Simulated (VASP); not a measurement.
Be4CN:

```
CELL_PARAMETERS angstrom
1.97364 -2.60881 0.00000
1.97364 2.60881 0.00000
0.00000 0.00000 4.34214
ATOMIC_POSITIONS crystal
Be 0.68038 0.31962 0.00000
Be 0.18767 0.81233 0.50000
Be 0.81233 0.18767 0.50000
Be 0.31962 0.68038 0.00000
C 0.00000 0.00000 0.00000
N 0.50000 0.50000 0.50000
```

The cell was generated, and may not be a known phase.

| Property | Result |
| --- | --- |
| Program | VASP 6.6.1 |
| Task | relaxation of cell and atoms |
| Functional | PBE |
| Potentials or basis | VASP PAW PBE potentials, release 64 (Be, C_h, N_h) |
| Cutoff | 910 eV |
| k mesh | 12 × 12 × 10 |
| Occupations | gaussian, width 0.1 eV |
| Spin | no spin polarisation |

At the start: pressure -0.1 GPa; volume 7.45 Å³/atom.

Q: How do energy, volume and symmetry change on relaxing?

A: Over 13 steps the energy falls by 2.1 meV/atom and the volume is 7.36 Å³/atom (-1.2 %); space group Cmmm (No. 65, to 0.1 Å) before and after.

The path:
```
step  energy change (eV)  largest force (eV/Å)  pressure (GPa)  volume (Å³)
   1              0.0000                0.0381           -0.14        44.71
   2             -0.0027                0.0202           -0.80        44.67
   3             -0.0027                0.0239           -0.85        44.67
   4             -0.0049                0.0508           -0.11        44.38
   5             -0.0059                0.0809            0.73        44.07
   6             -0.0079                0.0193            0.55        44.05
   7             -0.0088                0.1442            0.32        44.02
   8             -0.0101                0.1399            0.22        44.05
   9             -0.0121                0.1258           -0.02        44.13
  10             -0.0121                0.1217           -0.06        44.15
  11             -0.0128                0.0129            0.20        44.14
  12             -0.0128                0.0112            0.20        44.14
  13             -0.0129                0.0039            0.06        44.19
```

Final structure:
```xyz
6
Lattice="2.0357 -2.6137 0.0000 2.0357 2.6137 0.0000 0.0000 0.0000 4.1524" Properties=species:S:1:pos:R:3 pbc="T T T"
Be    2.0357   -0.9411    0.0000
Be    2.0357    1.6316    2.0762
Be    2.0357   -1.6316    2.0762
Be    2.0357    0.9411    4.1524
C     2.0357    2.6137    0.0000
N     2.0357    0.0000    2.0762
```
